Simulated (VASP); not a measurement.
# WC (Amm2) in VASP: further runs

The runs below take WC through single point, with PBEsol.

Program: VASP 6.6.1. These are calculated values, not measurements. Logs are shortened: lines on timing, memory, paths and dates and some standing lists are left out, and cuts for length are marked.

## 1. The cell of the first run

The structure is orthorhombic, space group Amm2 (No. 38). Conventional cell: a = 2.828 Å, b = 2.898 Å, c = 5.020 Å, α = 90.00°, β = 90.00°, γ = 90.00°. W (site symmetry mm2) has 6 C at 2.12 to 2.36 Å and 8 W at 2.83 to 2.90 Å within 2.9 Å. C (site symmetry mm2) has 6 W at 2.12 to 2.36 Å and 8 C at 2.83 to 2.90 Å within 2.9 Å.

## 2. Single point, PBEsol (atoms displaced along a vibrational mode)

Contents of INCAR:

```
PREC = Accurate ; ENCUT = 520
EDIFF = 1E-6 ; ISMEAR = 0
SIGMA = 0.15 ; LREAL = False
LASPH = True ; NELM = 80
ALGO = Normal ; ISIF = 2
LWAVE = False ; LCHARG = False
GGA = PS ; NBANDS = 16
```

Contents of KPOINTS:

```
regular mesh
0
Gamma
  24 24 22
```

Contents of POSCAR:

```
WC
1.0
    2.8984136670      0.0000000000      0.0000000000
   -1.4492068335      2.5100998663      0.0000000000
    0.0000000000      0.0000000000      2.8276119036
W C
1 1
Direct
    0.0026028441      0.0052056882      0.0000000000
    0.6268276143      0.2536552286      0.5000000000
```

Potentials or basis: VASP PAW PBE potentials, release 64 (W_sv, C).

Run with:

```
cat potpaw_PBE.64/W_sv/POTCAR potpaw_PBE.64/C/POTCAR > POTCAR
mpirun -np 1 vasp_std > vasp.out
```

OUTCAR:

```text
PREC = Accurate
   ENCUT = 520
   EDIFF = 1E-6
   ISMEAR = 0
   LREAL = False
   LASPH = True
   NELM = 80
   ISIF = 2
   GGA = PS

 ion  position               nearest neighbor table
   1  0.003  0.005  0.000-   2 2.12   2 2.12   2 2.12   2 2.12   2 2.36   2 2.36
   2  0.627  0.254  0.500-   1 2.12   1 2.12   1 2.12   1 2.12   1 2.36   1 2.36

  LATTYP: Found a hexagonal cell.
 ALAT       =     2.8984136670
 C/A-ratio  =     0.9755722366

  Lattice vectors:

 A1 = (   2.8984136670,   0.0000000000,   0.0000000000)
 A2 = (  -1.4492068335,   2.5100998663,   0.0000000000)
 A3 = (   0.0000000000,   0.0000000000,   2.8276119036)

Analysis of symmetry for initial positions (statically):
=====================================================================
 Subroutine PRICEL returns:
 Original cell was already a primitive cell.

 Routine SETGRP: Setting up the symmetry group for a
 hexagonal supercell.

 Subroutine GETGRP returns: Found  4 space group operations
 (whereof  4 operations were pure point group operations)
 out of a pool of 24 trial point group operations.

The static configuration has the point symmetry C_2v.

Analysis of symmetry for dynamics (positions and initial velocities):
=====================================================================
 Subroutine PRICEL returns:
 Original cell was already a primitive cell.

 Routine SETGRP: Setting up the symmetry group for a
 hexagonal supercell.

 Subroutine GETGRP returns: Found  4 space group operations
 (whereof  4 operations were pure point group operations)
 out of a pool of 24 trial point group operations.

The dynamic configuration has the point symmetry C_2v.

 Subroutine INISYM returns: Found  4 space group operations
 (whereof  4 operations are pure point group operations),
 and found     1 'primitive' translations

----------------------------------------------------------------------------------------

                                     Primitive cell

  volume of cell :      20.5717

  direct lattice vectors                    reciprocal lattice vectors
     2.898413667  0.000000000  0.000000000     0.345016314  0.199195262  0.000000000
    -1.449206833  2.510099866  0.000000000     0.000000000  0.398390524  0.000000000
     0.000000000  0.000000000  2.827611904     0.000000000  0.000000000  0.353655323

  length of vectors
     2.898413667  2.898413667  2.827611904     0.398390524  0.398390524  0.353655323

  position of ions in fractional coordinates (direct lattice)
[... 75 lines left out ...]
   LSORBIT =      F    spin-orbit coupling
   LASPH  =      T    aspherical Exc in radial PAW
   ENCUT  =  520.0 eV  38.22 Ry    6.18 a.u.   5.39  5.39  5.26*2*pi/ulx,y,z
   NELM   =     80;   NELMIN=  2; NELMDL= -5     # of ELM steps
   EDIFF  = 0.1E-05   stopping-criterion for ELM
   LREAL  =      F    real-space projection
   EDIFFG = 0.1E-04   stopping-criterion for IOM
   NSW    =      0    number of steps for IOM
[... 5 lines left out ...]
   TEBEG  =    0.0;   TEEND  =   0.0 temperature during run
   PSTRESS=    0.0 pullay stress
   NELECT =      18.0000    total number of electrons
   NUPDOWN=      -1.0000    fix difference up-down
   EMIN   =  10.00;   EMAX   =-10.00  energy-range for DOS
   EFERMI =   0.00;   METHOD = LEGACY
   ISMEAR =     0;   SIGMA  =   0.15  broadening in eV -4-tet -1-fermi 0-gaus
   EFERMI_NEDOS =   21; number of points for ismear=-14 and -15
   IALGO  =     38    algorithm
   IMIX   =      4    mixing-type and parameters
     AMIX     =   0.40;   BMIX     =  1.00
     AMIX_MAG =   1.60;   BMIX_MAG =  1.00
  volume/ion in A,a.u.               =      10.29        69.41
  Fermi-wavevector in a.u.,A,eV,Ry     =   1.565820  2.958971 33.358675  2.451793
  Thomas-Fermi vector in A             =   2.668240
   LORBIT       =      0    0 simple, 1 ext, 2 COOP (PROOUT), +10 PAW based schemes
   GGA     = PS    functional components
   LHFCALC =     F    Hartree Fock is set to
   AEXX    =    0.0000 exact exchange contribution
   IVDW    =     0    specifies the selected vdW correction
   LEPSILON=     F    determine dielectric tensor
   LRPA    =     F    only Hartree local field effects (RPA)
 non-spin polarized calculation
 Gauss-broadening in eV      SIGMA  =   0.15
  energy-cutoff  :      520.00
  volume of cell :       20.57
 maximum number of plane-waves:       580
 NGX is ok and might be reduce to    24
   NGX = 11   NGY = 11   NGZ = 11

 number of electron      18.0000001 magnetization

 Free energy of the ion-electron system (eV)
  ---------------------------------------------------
  ext. energy  EPLUGINS =         0.00000000
  ---------------------------------------------------
  free energy    TOTEN  =       -23.57630283 eV

  energy without entropy =      -23.57275839  energy(sigma->0) =      -23.57453061

 E-fermi :  11.2472     XC(G=0): -13.9660

 val. band max:       11.2438342697   @ k =   0.4167   0.0417   0.0000
 cond. band min:      11.2480004249   @ k =   0.0000   0.0833   0.2727
 fundamental gap:      0.0041661552
 Fermi energy:        11.2472424539

 k-point     1 :       0.0000    0.0000    0.0000
  band No.  band energies     occupation
      1     -62.8137      2.00000
      2     -26.8334      2.00000
      3     -26.7112      2.00000
      4     -26.6940      2.00000
      5      -3.4606      2.00000
      6       6.5204      2.00000
[... 433 lines left out ...]
      3     -26.8976      2.00000
      4     -26.7121      2.00000
      5       0.3332      2.00000
      6       3.5766      2.00000
[... 8 lines left out ...]
     15      23.4461      0.00000
     16      28.7223      0.00000

 [... further k-points ...]

------------------------ aborting loop because EDIFF is reached ----------------------------------------

  FORCE on cell =-STRESS in cart. coord.  units (eV):
  Direction    XX          YY          ZZ          XY          YZ          ZX
  --------------------------------------------------------------------------------------
  -------------------------------------------------------------------------------------
  Total        1.8211374     -0.3786137      1.4704885      0.0000000      0.0000000      0.0000000
  in kB      141.8345794    -29.4873484    114.5251966      0.0000000      0.0000000      0.0000000
  external PRESSURE =      75.6241425 kB  Pullay stress =       0.0000000 kB

 VOLUME and BASIS-vectors are now :
 -----------------------------------------------------------------------------
  energy-cutoff  :      520.00
  volume of cell :       20.57
      direct lattice vectors                 reciprocal lattice vectors
     2.898413667  0.000000000  0.000000000     0.345016314  0.199195262  0.000000000
    -1.449206833  2.510099866  0.000000000     0.000000000  0.398390524  0.000000000
     0.000000000  0.000000000  2.827611904     0.000000000  0.000000000  0.353655323

 POSITION                                       TOTAL-FORCE (eV/Angst)
 -----------------------------------------------------------------------------------
     -0.00000      0.01307      0.00000         0.000000     -2.837420      0.000000
      1.44921      0.63670      1.41381        -0.000000      2.837420      0.000000
 -----------------------------------------------------------------------------------
    total drift:                               -0.000000     -0.000071      0.000000

  FREE ENERGIE OF THE ION-ELECTRON SYSTEM (eV)
  ---------------------------------------------------
  free  energy   TOTEN  =       -23.5763028328 eV

  energy  without entropy=      -23.5727583934  energy(sigma->0) =      -23.57453061
```

Wall time 16 min (1 thread of AMD EPYC, shared host); peak memory 0.64 GiB.

Results:

| Quantity | Value |
| --- | --- |
| Free energy | -23.5763 eV |
| Pressure | 7.6 GPa |
| Largest force | 2.837 eV/Å |
| Band gap on the k mesh | zero (bands 9 and 10 overlap by 1.79 eV) |

Forces in eV/Å, atoms in the order of the input:
```
W    0.000 -2.837  0.000
C    0.000  2.837  0.000
```

Stress tensor (GPa, compression positive):
```
14.18  0.00  0.00
 0.00 -2.95  0.00
 0.00  0.00 11.45
```

Caveat: the cell differs from its parent crystal (atoms displaced along a vibrational mode); the stress differs along the axes, from -3 to 14 GPa; the PAW data sets were made with another functional, which shifts forces and pressure a little; spin-orbit coupling is left out, which moves the levels of the heavy elements.

## 3. Single point, PBEsol (atoms displaced along a vibrational mode)

Contents of INCAR:

```
SYSTEM = WC
PREC = Accurate
ENCUT = 520
EDIFF = 1E-6
ISMEAR = 0
SIGMA = 0.15
LREAL = .FALSE.
LASPH = .TRUE.
NELM = 60
ALGO = Normal
ISIF = 2
LWAVE = .FALSE.
LCHARG = .FALSE.
GGA = PS
NBANDS = 16
```

Contents of KPOINTS:

```
Automatic mesh
0
G
  24 24 22
  0 0 0
```

Contents of POSCAR:

```
WC
1.0
    2.8984136670      0.0000000000      0.0000000000
   -1.4492068335      2.5100998663      0.0000000000
    0.0000000000      0.0000000000      2.8276119036
W C
1 1
Direct
   -0.0019521331     -0.0039042661      0.0000000000
    0.6965459559      0.3930919119      0.5000000000
```

Potentials or basis: VASP PAW PBE potentials, release 64 (W_sv, C).

Run with:

```
cat potpaw_PBE.64/W_sv/POTCAR potpaw_PBE.64/C/POTCAR > POTCAR
mpirun -np 1 vasp_std > vasp.out
```

OUTCAR:

```text
SYSTEM = WC
   PREC = Accurate
   ENCUT = 520
   EDIFF = 1E-6
   ISMEAR = 0
   LREAL = .FALSE.
   LASPH = .TRUE.
   NELM = 60
   ISIF = 2
   GGA = PS

 ion  position               nearest neighbor table
   1  0.998  0.996  0.000-   2 2.07   2 2.07   2 2.26   2 2.26   2 2.26   2 2.26
   2  0.697  0.393  0.500-   1 2.07   1 2.07   1 2.26   1 2.26   1 2.26   1 2.26

  LATTYP: Found a hexagonal cell.
 ALAT       =     2.8984136670
 C/A-ratio  =     0.9755722366

  Lattice vectors:

[... 645 lines left out ...]

  FORCE on cell =-STRESS in cart. coord.  units (eV):
  Direction    XX          YY          ZZ          XY          YZ          ZX
  --------------------------------------------------------------------------------------
  -------------------------------------------------------------------------------------
  Total       -0.3595513      1.4732676      1.0957553      0.0000000      0.0000000      0.0000000
  in kB      -28.0027230    114.7416404     85.3400689      0.0000000      0.0000000      0.0000000
  external PRESSURE =      57.3596621 kB  Pullay stress =       0.0000000 kB

 VOLUME and BASIS-vectors are now :
 -----------------------------------------------------------------------------
  energy-cutoff  :      520.00
  volume of cell :       20.57
      direct lattice vectors                 reciprocal lattice vectors
     2.898413667  0.000000000  0.000000000     0.345016314  0.199195262  0.000000000
    -1.449206833  2.510099866  0.000000000     0.000000000  0.398390524  0.000000000
     0.000000000  0.000000000  2.827611904     0.000000000  0.000000000  0.353655323

 POSITION                                       TOTAL-FORCE (eV/Angst)
 -----------------------------------------------------------------------------------
      1.44921      2.50030      0.00000         0.000000      2.816591      0.000000
      1.44921      0.98670      1.41381        -0.000000     -2.816591      0.000000
 -----------------------------------------------------------------------------------
    total drift:                                0.000000     -0.000050      0.000000

  FREE ENERGIE OF THE ION-ELECTRON SYSTEM (eV)
  ---------------------------------------------------
  free  energy   TOTEN  =       -23.6819319782 eV

  energy  without entropy=      -23.6788037311  energy(sigma->0) =      -23.68036785
```

It took 18 min on 1 thread of AMD EPYC, shared host; peak memory 0.64 GiB.

Results:

```
Free energy            : -23.6819 eV
Pressure               : 5.7 GPa
Largest force          : 2.817 eV/Å
Band gap on the k mesh : zero (bands 9 and 10 overlap by 1.42 eV)
```

Forces on the atoms (eV/Å):
```
W    0.000  2.817  0.000
C    0.000 -2.817  0.000
```

Levels at points of the mesh, in eV from the Fermi level:
```tsv
k point	band 7	band 8	band 9	band 10	band 11	band 12
(0.00, 0.00, 0.00)	-3.61	-3.01	-0.16	3.24	3.35	4.24
(0.50, 0.00, 0.00)	-4.07	-3.56	-0.15	2.14	4.59	5.12
(0.00, 0.50, 0.00)	-4.27	-3.72	-0.33	2.41	4.29	4.79
(0.00, 0.00, 0.50)	-3.00	-1.03	-0.72	-0.71	2.96	3.72
(0.50, 0.00, 0.50)	-4.80	-4.24	0.48	4.41	5.29	6.04
(0.00, 0.50, 0.50)	-4.11	-3.83	-0.27	4.47	5.34	6.86
```

Caveat: the cell differs from its parent crystal (atoms displaced along a vibrational mode); the stress differs along the axes, from -3 to 11 GPa; the PAW data sets were made with another functional, which shifts forces and pressure a little; spin-orbit coupling is left out, which moves the levels of the heavy elements.
